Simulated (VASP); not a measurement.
# K (I4/mmm) in VASP: notebook, part 2 of 2

VASP 6.6.1. Earlier steps stand in the parts before.

### Step 4. Single point, PBE (strain +0.015 along x and y, +0.000 along z)

Contents of INCAR:

```
SYSTEM = K
ALGO = Fast ; EDIFF = 1E-6
ENCUT = 520 ; GGA = PE
ISIF = 2 ; ISMEAR = 0
LASPH = .True. ; LCHARG = .False.
LREAL = .False. ; LWAVE = .False.
NBANDS = 10 ; NELM = 80
PREC = Accurate ; SIGMA = 0.15
```

Contents of KPOINTS:

```
k-points
0
Gamma
  14 14 14
  0 0 0
```

Contents of POSCAR:

```
K
1.0
   -2.6572700000      2.6572700000      2.6180000000
    2.6572700000     -2.6572700000      2.6180000000
    2.6572700000      2.6572700000     -2.6180000000
K
1
Direct
    0.0000000000      0.0000000000      0.0000000000
```

Potentials or basis: VASP PAW PBE potentials, release 64 (K_sv).

On the command line:

```bash
$ cat potpaw_PBE.64/K_sv/POTCAR > POTCAR
$ mpirun -np 1 vasp_std > vasp.out
```

OUTCAR:

```text
SYSTEM = K
   EDIFF = 1E-6
   ENCUT = 520
   GGA = PE
   ISIF = 2
   ISMEAR = 0
   LASPH = .True.
   LREAL = .False.
   NELM = 80
   PREC = Accurate

 ion  position               nearest neighbor table
   1  0.000  0.000  0.000-

  LATTYP: Found a body centered tetragonal cell.
 ALAT       =     5.3145400000
 C/A-ratio  =     0.9852216749

  Lattice vectors:

 A1 = (  -2.6572700000,   2.6572700000,   2.6180000000)
 A2 = (   2.6572700000,  -2.6572700000,   2.6180000000)
 A3 = (   2.6572700000,   2.6572700000,  -2.6180000000)

Analysis of symmetry for initial positions (statically):
=====================================================================
 Subroutine PRICEL returns:
 Original cell was already a primitive cell.

 Routine SETGRP: Setting up the symmetry group for a
 body centered tetragonal supercell.

 Subroutine GETGRP returns: Found 16 space group operations
 (whereof 16 operations were pure point group operations)
 out of a pool of 16 trial point group operations.

The static configuration has the point symmetry D_4h.

Analysis of symmetry for dynamics (positions and initial velocities):
=====================================================================
 Subroutine PRICEL returns:
 Original cell was already a primitive cell.

 Routine SETGRP: Setting up the symmetry group for a
 body centered tetragonal supercell.

 Subroutine GETGRP returns: Found 16 space group operations
 (whereof 16 operations were pure point group operations)
 out of a pool of 16 trial point group operations.

The dynamic configuration has the point symmetry D_4h.

 Subroutine INISYM returns: Found 16 space group operations
 (whereof 16 operations are pure point group operations),
 and found     1 'primitive' translations

----------------------------------------------------------------------------------------

                                     Primitive cell

  volume of cell :      73.9437

  direct lattice vectors                    reciprocal lattice vectors
    -2.657270000  2.657270000  2.618000000     0.000000000  0.188163040  0.190985485
     2.657270000 -2.657270000  2.618000000     0.188163040  0.000000000  0.190985485
     2.657270000  2.657270000 -2.618000000     0.188163040  0.188163040  0.000000000

  length of vectors
     4.579966343  4.579966343  4.579966343     0.268105921  0.268105921  0.266102722

  position of ions in fractional coordinates (direct lattice)
     0.000000000  0.000000000  0.000000000

  ion indices of the primitive-cell ions
   primitive index   ion index
                 1           1

----------------------------------------------------------------------------------------

 KPOINTS: k-points

Automatic generation of k-mesh.
 Grid dimensions read from file:
 generate k-points for:   14   14   14

 Generating k-lattice:

  Cartesian coordinates                     Fractional coordinates (reciprocal lattice)
     0.000000000  0.013440217  0.013641820     0.071428571  0.000000000 -0.000000000
     0.013440217  0.000000000  0.013641820     0.000000000  0.071428571 -0.000000000
     0.013440217  0.013440217  0.000000000     0.000000000  0.000000000  0.071428571

  Length of vectors
     0.019150423  0.019150423  0.019007337

  Shift w.r.t. Gamma in fractional coordinates (k-lattice)
     0.000000000  0.000000000  0.000000000

 Subroutine IBZKPT returns following result:
 ===========================================

 Found    244 irreducible k-points:

 Following reciprocal coordinates:
            Coordinates               Weight
  0.000000  0.000000  0.000000      1.000000
  0.071429 -0.000000  0.000000      8.000000
  0.142857 -0.000000  0.000000      8.000000
  0.214286 -0.000000  0.000000      8.000000
  0.285714  0.000000  0.000000      8.000000
  0.357143 -0.000000  0.000000      8.000000
[... 16 lines left out ...]
  0.214286  0.142857  0.000000     16.000000
  0.285714  0.142857  0.000000     16.000000
 [... further k-points ...]
   k-points           NKPTS =    244   k-points in BZ     NKDIM =    244   number of bands    NBANDS=     10
   number of dos      NEDOS =    301   number of ions     NIONS =      1
   total plane-waves  NPLWV =  46656
   dimension x,y,z NGX =    36 NGY =   36 NGZ =   36
   dimension x,y,z NGXF=    72 NGYF=   72 NGZF=   72
   ions per type =               1
   NGX,Y,Z   is equivalent  to a cutoff of  13.07, 13.07, 13.07 a.u.
   NGXF,Y,Z  is equivalent  to a cutoff of  26.13, 26.13, 26.13 a.u.
 SYSTEM =  K
   PREC   = accura    normal or accurate (medium, high low for compatibility)
   ISTART =      0    job   : 0-new  1-cont  2-samecut
   ICHARG =      2    charge: 1-file 2-atom 10-const
   ISPIN  =      1    spin polarized calculation?
   LNONCOLLINEAR =      F non collinear calculations
   LSORBIT =      F    spin-orbit coupling
   LASPH  =      T    aspherical Exc in radial PAW
   ENCUT  =  520.0 eV  38.22 Ry    6.18 a.u.   8.52  8.52  8.52*2*pi/ulx,y,z
   NELM   =     80;   NELMIN=  2; NELMDL= -5     # of ELM steps
   EDIFF  = 0.1E-05   stopping-criterion for ELM
   LREAL  =      F    real-space projection
   EDIFFG = 0.1E-04   stopping-criterion for IOM
   NSW    =      0    number of steps for IOM
   IBRION =     -1    ionic relax: 0-MD 1-quasi-New 2-CG
   NFREE  =      0    steps in history (QN), initial steepest desc. (CG)
   ISIF   =      2    stress and relaxation
   ISYM   =      2    0-nonsym 1-usesym 2-fastsym
   POTIM  = 0.5000    time-step for ionic-motion
   TEBEG  =    0.0;   TEEND  =   0.0 temperature during run
   PSTRESS=    0.0 pullay stress
   NELECT =       9.0000    total number of electrons
   NUPDOWN=      -1.0000    fix difference up-down
   EMIN   =  10.00;   EMAX   =-10.00  energy-range for DOS
   EFERMI =   0.00;   METHOD = LEGACY
   ISMEAR =     0;   SIGMA  =   0.15  broadening in eV -4-tet -1-fermi 0-gaus
   EFERMI_NEDOS =   21; number of points for ismear=-14 and -15
   IALGO  =     68    algorithm
   IMIX   =      4    mixing-type and parameters
     AMIX     =   0.40;   BMIX     =  1.00
     AMIX_MAG =   1.60;   BMIX_MAG =  1.00
  volume/ion in A,a.u.               =      73.94       499.00
  Fermi-wavevector in a.u.,A,eV,Ry     =   0.811313  1.533160  8.955756  0.658229
  Thomas-Fermi vector in A             =   1.920650
   LORBIT       =      0    0 simple, 1 ext, 2 COOP (PROOUT), +10 PAW based schemes
   GGA     = PE    functional components
   LHFCALC =     F    Hartree Fock is set to
   AEXX    =    0.0000 exact exchange contribution
   IVDW    =     0    specifies the selected vdW correction
   LEPSILON=     F    determine dielectric tensor
   LRPA    =     F    only Hartree local field effects (RPA)
 non-spin polarized calculation
 RMM-DIIS sequential band-by-band and
 Gauss-broadening in eV      SIGMA  =   0.15
  energy-cutoff  :      520.00
  volume of cell :       73.94
 maximum number of plane-waves:      2008
 NGX is ok and might be reduce to    36
   NGX = 17   NGY = 17   NGZ = 17

 number of electron       9.0000001 magnetization

 Free energy of the ion-electron system (eV)
  ---------------------------------------------------
  ext. energy  EPLUGINS =         0.00000000
  ---------------------------------------------------
  free energy    TOTEN  =        -1.05173057 eV

  energy without entropy =       -1.04298775  energy(sigma->0) =       -1.04735916

 E-fermi :  -0.1301     XC(G=0):  -5.6385

 val. band max:       -0.1333545139   @ k =   0.2857   0.2143   0.0000
 cond. band min:      -0.1262578634   @ k =  -0.2143  -0.3571   0.1429
 fundamental gap:      0.0070966505
 Fermi energy:        -0.1301013214

 k-point     1 :       0.0000    0.0000    0.0000
  band No.  band energies     occupation
      1     -32.2682      2.00000
      2     -15.7179      2.00000
      3     -15.7178      2.00000
      4     -15.7178      2.00000
      5      -2.2804      2.00000
      6       4.1082      0.00000
      7       4.1824      0.00000
      8       4.1824      0.00000
      9       5.0136      0.00000
     10       5.1120      0.00000

 k-point     2 :       0.0714   -0.0000    0.0000
  band No.  band energies     occupation
      1     -32.2680      2.00000
      2     -15.7212      2.00000
      3     -15.7190      2.00000
      4     -15.7179      2.00000
      5      -2.2168      2.00000
      6       4.0506      0.00000
      7       4.0899      0.00000
      8       4.2035      0.00000
      9       4.9408      0.00000
     10       5.0406      0.00000
[... 274 lines left out ...]
 k-point    24 :       0.2857    0.1429    0.0000
  band No.  band energies     occupation
      1     -32.2646      2.00000
      2     -15.7710      2.00000
      3     -15.7384      2.00000
      4     -15.7223      2.00000
      5      -0.6178      2.00000
      6       1.8741      0.00000
      7       2.8091      0.00000
      8       4.6464      0.00000
      9       5.0649      0.00000
     10       5.5315      0.00000

 [... further k-points ...]
[... 5 lines left out ...]
  --------------------------------------------------------------------------------------
  -------------------------------------------------------------------------------------
  Total       -0.0059024     -0.0059024      0.0002537      0.0000000     -0.0000000      0.0000000
  in kB       -0.1278914     -0.1278914      0.0054963      0.0000000     -0.0000000      0.0000000
  external PRESSURE =      -0.0834288 kB  Pullay stress =       0.0000000 kB

 VOLUME and BASIS-vectors are now :
 -----------------------------------------------------------------------------
  energy-cutoff  :      520.00
  volume of cell :       73.94
      direct lattice vectors                 reciprocal lattice vectors
    -2.657270000  2.657270000  2.618000000     0.000000000  0.188163040  0.190985485
     2.657270000 -2.657270000  2.618000000     0.188163040  0.000000000  0.190985485
     2.657270000  2.657270000 -2.618000000     0.188163040  0.188163040  0.000000000

 POSITION                                       TOTAL-FORCE (eV/Angst)
 -----------------------------------------------------------------------------------
      0.00000      0.00000      0.00000        -0.000000      0.000000      0.000000
 -----------------------------------------------------------------------------------
    total drift:                               -0.000000     -0.000000      0.000000

  FREE ENERGIE OF THE ION-ELECTRON SYSTEM (eV)
  ---------------------------------------------------
  free  energy   TOTEN  =        -1.0517305746 eV

  energy  without entropy=       -1.0429877508  energy(sigma->0) =       -1.04735916
```

OSZICAR:

```text
N       E                     dE             d eps       ncg     rms          rms(c)
DAV:   1     0.451423122638E+02    0.45142E+02   -0.36076E+03  4880   0.690E+02
DAV:   2     0.524351331735E+00   -0.44618E+02   -0.44013E+02  5242   0.191E+02
DAV:   3    -0.100835363704E+01   -0.15327E+01   -0.15270E+01  7786   0.282E+01
DAV:   4    -0.105017674742E+01   -0.41823E-01   -0.41701E-01  6630   0.397E+00
DAV:   5    -0.105105684565E+01   -0.88010E-03   -0.87992E-03  7546   0.415E-01    0.197E+00
RMM:   6    -0.105122264105E+01   -0.16580E-03   -0.10056E-03  5647   0.215E-01    0.122E+00
RMM:   7    -0.105163008985E+01   -0.40745E-03   -0.24588E-03  6534   0.340E-01    0.566E-02
RMM:   8    -0.105170873162E+01   -0.78642E-04   -0.28749E-04  7793   0.152E-01    0.178E-02
RMM:   9    -0.105172899783E+01   -0.20266E-04   -0.58596E-05  7965   0.568E-02    0.949E-03
RMM:  10    -0.105172993910E+01   -0.94127E-06   -0.23177E-05  8107   0.290E-02    0.515E-03
RMM:  11    -0.105173057463E+01   -0.63553E-06   -0.54909E-06  7172   0.131E-02
   1 F= -.10517306E+01 E0= -.10473592E+01  d E =-.874282E-02
```

stdout:

```text
POSCAR found type information on POSCAR K
 POSCAR found :  1 types and       1 ions
 scaLAPACK will be used
 LDA part: xc-table for (Slater+PW92), standard interpolation
 POSCAR, INCAR and KPOINTS ok, starting setup
 FFT: planning ... GRIDC
 FFT: planning ... GRID_SOFT
 FFT: planning ... GRID
 WAVECAR not read
 entering main loop
WARNING in EDDRMM: call to ZHEGV failed, returncode =   8  4      5
WARNING in EDDRMM: call to ZHEGV failed, returncode =   8  4      9
```

Wall time 96 s (1 thread of AMD EPYC 9R45 (Zen 5), shared host); peak memory 0.29 GiB.

What came out:

```
Free energy            : -1.0517 eV
Pressure               : 0.0 GPa
Band gap on the k mesh : zero (an odd number of electrons rules out a gap without spin polarisation)
```

Levels at points of the mesh, in eV from the Fermi level:
```
           k point  band 1  band 2  band 3  band 4  band 5  band 6  band 7  band 8  band 9  band 10
(0.00, 0.00, 0.00)  -32.14  -15.59  -15.59  -15.59   -2.15    4.24    4.31    4.31    5.14     5.24
(0.50, 0.00, 0.00)  -32.13  -15.65  -15.61  -15.59    0.46    0.70    3.13    4.87    5.74     5.89
(0.50, 0.50, 0.00)  -32.13  -15.65  -15.61  -15.59    0.42    0.66    3.22    4.82    5.69     5.98
(0.50, 0.50, 0.50)  -32.13  -15.64  -15.64  -15.63    1.65    1.70    3.41    3.41    3.57     5.49
```

Caveat: the cell differs from its parent crystal (strain +0.015 along x and y, +0.000 along z).

### Step 5. Single point, PBE (strain +0.030 along x and y, +0.000 along z)

Contents of INCAR:

```
SYSTEM = K
PREC = Accurate
ENCUT = 520
EDIFF = 1E-6
ISMEAR = 0
SIGMA = 0.15
LREAL = .False.
LASPH = .True.
NELM = 60
ALGO = Fast
ISIF = 2
LWAVE = .False.
LCHARG = .False.
GGA = PE
NBANDS = 10
```

Contents of KPOINTS:

```
regular mesh
0
Gamma
  14 14 14
  0 0 0
```

Contents of POSCAR:

```
K
1.0
   -2.6965400000      2.6965400000      2.6180000000
    2.6965400000     -2.6965400000      2.6180000000
    2.6965400000      2.6965400000     -2.6180000000
K
1
Direct
    0.0000000000      0.0000000000      0.0000000000
```

On the command line:

```bash
$ cat potpaw_PBE.64/K_sv/POTCAR > POTCAR
$ mpirun -np 1 vasp_std > vasp.out
```

It took 94 s on 1 thread of AMD EPYC 9R45 (Zen 5), shared host; peak memory 0.29 GiB.

The run converged. Its results:

```
Free energy            : -1.0509 eV
Pressure               : -0.1 GPa
Band gap on the k mesh : zero (an odd number of electrons rules out a gap without spin polarisation)
```

Levels at points of the mesh, in eV from the Fermi level:
| k point | band 2 | band 3 | band 4 | band 5 | band 6 | band 7 | band 8 | band 9 |
| --- | --- | --- | --- | --- | --- | --- | --- | --- |
| (0.00, 0.00, 0.00) | -15.61 | -15.61 | -15.61 | -2.11 | 4.16 | 4.31 | 4.31 | 5.05 |
| (0.50, 0.00, 0.00) | -15.67 | -15.63 | -15.61 | 0.47 | 0.69 | 3.10 | 4.81 | 5.71 |
| (0.50, 0.50, 0.00) | -15.67 | -15.63 | -15.61 | 0.40 | 0.62 | 3.26 | 4.72 | 5.60 |
| (0.50, 0.50, 0.50) | -15.65 | -15.65 | -15.65 | 1.64 | 1.73 | 3.28 | 3.28 | 3.61 |

Caveat: the cell differs from its parent crystal (strain +0.030 along x and y, +0.000 along z).

### Step 6. The runs side by side

```tsv
cell	further INCAR settings	gap on the mesh (eV)	pressure (GPa)
a = 4.558 Å, angles 108.7, 108.7, 111.1°, 1 atom	ALGO = Fast; EDIFF = 1e-06; NBANDS = 10	none	0.0
a = 4.580 Å, angles 110.3, 110.3, 107.9°, 1 atom	ALGO = Fast; EDIFF = 1e-07; NBANDS = 10	none	0.0
a = 4.580 Å, angles 109.1, 109.1, 110.3°, 1 atom	ALGO = Fast; EDIFF = 1e-06; NBANDS = 10	none	0.0
a = 4.626 Å, angles 108.7, 108.7, 111.1°, 1 atom	ALGO = Fast; EDIFF = 1e-06; NBANDS = 10	none	-0.1
```

Alike in all rows: task single point; level PBE; potentials or basis VASP PAW PBE potentials, release 64 (K_sv); no spin polarisation; k mesh 14 × 14 × 14; cutoff (eV) 520; smearing gaussian 0.15 eV.

Total energies depend on the potentials used, so only differences within one code and one set of settings carry meaning.
